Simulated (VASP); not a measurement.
# CsBr (Pm-3m) in VASP: a series of runs, part 2 of 2

VASP 6.6.1.

**3. Single point, r2SCAN**

The input, POSCAR:

```
CsBr
1.0
    4.3196005106      0.0000000000      0.0000000000
    0.0000000000      4.3196005106      0.0000000000
    0.0000000000      0.0000000000      4.3196005106
Cs Br
1 1
Direct
    0.0000000000      0.0000000000      0.0000000000
    0.5000000000      0.5000000000      0.5000000000
```

The input, INCAR.step1:

```
SYSTEM = CsBr
PREC = Accurate
ENCUT = 550
ISMEAR = 0
SIGMA = 0.01
LREAL = .FALSE.
LASPH = .TRUE.
NELM = 120
NBANDS = 15
GGA = PE
ALGO = Normal
EDIFF = 1E-5
LWAVE = .TRUE.
LCHARG = .FALSE.
GGA_COMPAT = .FALSE.
```

The input, INCAR.step2:

```
SYSTEM = CsBr
PREC = Accurate
ENCUT = 550
EDIFF = 1E-6
ISMEAR = 0
SIGMA = 0.01
LREAL = .FALSE.
LASPH = .TRUE.
NELM = 120
ALGO = Normal
ISIF = 2
LWAVE = .FALSE.
LCHARG = .FALSE.
METAGGA = R2SCAN
LMIXTAU = .TRUE.
NBANDS = 15
ISTART = 1
GGA_COMPAT = .FALSE.
```

The input, KPOINTS:

```
Automatic mesh
0
G
  4 4 4
  0 0 0
```

Potentials or basis: VASP PAW PBE potentials, release 64 (Cs_sv, Br).

Command:

```
> cat potpaw_PBE.64/Cs_sv/POTCAR potpaw_PBE.64/Br/POTCAR > POTCAR
> cp INCAR.step1 INCAR
> mpirun -np 1 vasp_std > vasp.out
> cp INCAR.step2 INCAR
> mpirun -np 1 vasp_std > vasp.out
```

OUTCAR:

```text
SYSTEM = CsBr
   PREC = Accurate
   ENCUT = 550
   EDIFF = 1E-6
   ISMEAR = 0
   LREAL = .FALSE.
   LASPH = .TRUE.
   NELM = 120
   ISIF = 2
   METAGGA = R2SCAN
   ISTART = 1

 ion  position               nearest neighbor table
   1  0.000  0.000  0.000-
   2  0.500  0.500  0.500-

  LATTYP: Found a simple cubic cell.
 ALAT       =     4.3196005106

  Lattice vectors:

 A1 = (   4.3196005106,   0.0000000000,   0.0000000000)
 A2 = (   0.0000000000,   4.3196005106,   0.0000000000)
 A3 = (   0.0000000000,   0.0000000000,   4.3196005106)

Analysis of symmetry for initial positions (statically):
=====================================================================
 Subroutine PRICEL returns:
 Original cell was already a primitive cell.

 Routine SETGRP: Setting up the symmetry group for a
 simple cubic supercell.

 Subroutine GETGRP returns: Found 48 space group operations
 (whereof 48 operations were pure point group operations)
 out of a pool of 48 trial point group operations.

The static configuration has the point symmetry O_h .

Analysis of symmetry for dynamics (positions and initial velocities):
=====================================================================
 Subroutine PRICEL returns:
 Original cell was already a primitive cell.

 Routine SETGRP: Setting up the symmetry group for a
 simple cubic supercell.

 Subroutine GETGRP returns: Found 48 space group operations
 (whereof 48 operations were pure point group operations)
 out of a pool of 48 trial point group operations.

The dynamic configuration has the point symmetry O_h .

 Subroutine INISYM returns: Found 48 space group operations
 (whereof 48 operations are pure point group operations),
 and found     1 'primitive' translations

----------------------------------------------------------------------------------------

                                     Primitive cell

  volume of cell :      80.5992

  direct lattice vectors                    reciprocal lattice vectors
     4.319600511  0.000000000  0.000000000     0.231502890  0.000000000  0.000000000
     0.000000000  4.319600511  0.000000000     0.000000000  0.231502890  0.000000000
     0.000000000  0.000000000  4.319600511     0.000000000  0.000000000  0.231502890

  length of vectors
     4.319600511  4.319600511  4.319600511     0.231502890  0.231502890  0.231502890

  position of ions in fractional coordinates (direct lattice)
     0.000000000  0.000000000  0.000000000
     0.500000000  0.500000000  0.500000000

  ion indices of the primitive-cell ions
   primitive index   ion index
                 1           1
                 2           2

----------------------------------------------------------------------------------------

 KPOINTS: Automatic mesh

Automatic generation of k-mesh.
 Grid dimensions read from file:
 generate k-points for:    4    4    4

 Generating k-lattice:

  Cartesian coordinates                     Fractional coordinates (reciprocal lattice)
     0.057875722  0.000000000  0.000000000     0.250000000  0.000000000  0.000000000
     0.000000000  0.057875722  0.000000000     0.000000000  0.250000000  0.000000000
     0.000000000  0.000000000  0.057875722     0.000000000  0.000000000  0.250000000

  Length of vectors
     0.057875722  0.057875722  0.057875722

[... 21 lines left out ...]
   number of dos      NEDOS =    301   number of ions     NIONS =      2
   total plane-waves  NPLWV =  46656
   dimension x,y,z NGX =    36 NGY =   36 NGZ =   36
   dimension x,y,z NGXF=    72 NGYF=   72 NGZF=   72
   ions per type =               1   1
   NGX,Y,Z   is equivalent  to a cutoff of  13.86, 13.86, 13.86 a.u.
   NGXF,Y,Z  is equivalent  to a cutoff of  27.71, 27.71, 27.71 a.u.
 SYSTEM =  CsBr
   PREC   = accura    normal or accurate (medium, high low for compatibility)
   ISTART =      1    job   : 0-new  1-cont  2-samecut
   ICHARG =      0    charge: 1-file 2-atom 10-const
   ISPIN  =      1    spin polarized calculation?
   LNONCOLLINEAR =      F non collinear calculations
   LSORBIT =      F    spin-orbit coupling
   LASPH  =      T    aspherical Exc in radial PAW
   ENCUT  =  550.0 eV  40.42 Ry    6.36 a.u.   8.26  8.26  8.26*2*pi/ulx,y,z
   NELM   =    120;   NELMIN=  2; NELMDL=  0     # of ELM steps
   EDIFF  = 0.1E-05   stopping-criterion for ELM
   LREAL  =      F    real-space projection
   EDIFFG = 0.1E-04   stopping-criterion for IOM
   NSW    =      0    number of steps for IOM
   IBRION =     -1    ionic relax: 0-MD 1-quasi-New 2-CG
   NFREE  =      0    steps in history (QN), initial steepest desc. (CG)
   ISIF   =      2    stress and relaxation
   ISYM   =      2    0-nonsym 1-usesym 2-fastsym
   POTIM  = 0.5000    time-step for ionic-motion
   TEBEG  =    0.0;   TEEND  =   0.0 temperature during run
   PSTRESS=    0.0 pullay stress
   NELECT =      16.0000    total number of electrons
   NUPDOWN=      -1.0000    fix difference up-down
   EMIN   =  10.00;   EMAX   =-10.00  energy-range for DOS
   EFERMI =   0.00;   METHOD = LEGACY
   ISMEAR =     0;   SIGMA  =   0.01  broadening in eV -4-tet -1-fermi 0-gaus
   EFERMI_NEDOS =   21; number of points for ismear=-14 and -15
   IALGO  =     38    algorithm
   IMIX   =      4    mixing-type and parameters
     AMIX     =   0.40;   BMIX     =  1.00
     AMIX_MAG =   1.60;   BMIX_MAG =  1.00
  volume/ion in A,a.u.               =      40.30       271.96
  Fermi-wavevector in a.u.,A,eV,Ry     =   0.955003  1.804693 12.408922  0.912030
  Thomas-Fermi vector in A             =   2.083801
   LORBIT       =      0    0 simple, 1 ext, 2 COOP (PROOUT), +10 PAW based schemes
   METAGGA = R2SCAN    functional components
   LHFCALC =     F    Hartree Fock is set to
   AEXX    =    0.0000 exact exchange contribution
   IVDW    =     0    specifies the selected vdW correction
   LEPSILON=     F    determine dielectric tensor
   LRPA    =     F    only Hartree local field effects (RPA)
 non-spin polarized calculation
 Gauss-broadening in eV      SIGMA  =   0.01
  energy-cutoff  :      550.00
  volume of cell :       80.60
 maximum number of plane-waves:      2383
 NGX is ok and might be reduce to    36
   NGX = 17   NGY = 17   NGZ = 17

 number of electron      16.0000003 magnetization

 Free energy of the ion-electron system (eV)
  ---------------------------------------------------
  ext. energy  EPLUGINS =         0.00000000
  ---------------------------------------------------
  free energy    TOTEN  =       -42.32455437 eV

  energy without entropy =      -42.32455437  energy(sigma->0) =      -42.32455437

 E-fermi :  -0.7015     XC(G=0):  -8.3521

 val. band max:       -0.7732451785   @ k =   0.5000   0.5000   0.0000
 cond. band min:       4.4115141894   @ k =   0.0000   0.0000   0.0000
 fundamental gap:      5.1847593679
 Fermi energy:        -0.7014527177

 k-point     1 :       0.0000    0.0000    0.0000
  band No.  band energies     occupation
      1     -21.1145      2.00000
      2     -13.5445      2.00000
      3      -7.3413      2.00000
      4      -7.3413      2.00000
      5      -7.3413      2.00000
      6      -0.7782      2.00000
      7      -0.7782      2.00000
      8      -0.7782      2.00000
      9       4.4115      0.00000
     10       4.6486      0.00000
     11       4.6486      0.00000
     12       8.9752      0.00000
     13       8.9752      0.00000
     14       8.9752      0.00000
[... 149 lines left out ...]
      2     -13.3680      2.00000
      3      -7.7259      2.00000
      4      -7.7259      2.00000
      5      -7.7259      2.00000
      6      -1.8997      2.00000
      7      -1.8997      2.00000
      8      -1.8997      2.00000
      9       8.1184      0.00000
     10       8.1184      0.00000
     11       8.1184      0.00000
     12       9.0039      0.00000
     13       9.0039      0.00000
     14       9.0039      0.00000
     15      11.0618      0.00000

------------------------ aborting loop because EDIFF is reached ----------------------------------------

  FORCE on cell =-STRESS in cart. coord.  units (eV):
  Direction    XX          YY          ZZ          XY          YZ          ZX
  --------------------------------------------------------------------------------------
  -------------------------------------------------------------------------------------
  Total        0.0492754      0.0492754      0.0492754      0.0000000      0.0000000      0.0000000
  in kB        0.9795134      0.9795134      0.9795134      0.0000000      0.0000000      0.0000000
  external PRESSURE =       0.9795134 kB  Pullay stress =       0.0000000 kB

 VOLUME and BASIS-vectors are now :
 -----------------------------------------------------------------------------
  energy-cutoff  :      550.00
  volume of cell :       80.60
      direct lattice vectors                 reciprocal lattice vectors
     4.319600511  0.000000000  0.000000000     0.231502890  0.000000000  0.000000000
     0.000000000  4.319600511  0.000000000     0.000000000  0.231502890  0.000000000
     0.000000000  0.000000000  4.319600511     0.000000000  0.000000000  0.231502890

 POSITION                                       TOTAL-FORCE (eV/Angst)
 -----------------------------------------------------------------------------------
      0.00000      0.00000      0.00000         0.000000      0.000000      0.000000
      2.15980      2.15980      2.15980         0.000000      0.000000      0.000000
 -----------------------------------------------------------------------------------
    total drift:                                0.000000      0.000000      0.000000

  FREE ENERGIE OF THE ION-ELECTRON SYSTEM (eV)
  ---------------------------------------------------
  free  energy   TOTEN  =       -42.3245543699 eV

  energy  without entropy=      -42.3245543699  energy(sigma->0) =      -42.32455437
```

Wall time 22 s (1 thread of Intel Xeon 6975P-C (Granite Rapids), shared host); peak memory 0.21 GiB.

Results:

```
Free energy            : -42.3246 eV
Pressure               : 0.1 GPa
Band gap on the k mesh : 5.18 eV, indirect (the least direct gap lies 5.0 meV higher)
```

Caveat: the PAW data sets were made with another functional, which shifts forces and pressure a little; spin-orbit coupling is left out, which moves the levels of the heavy elements.
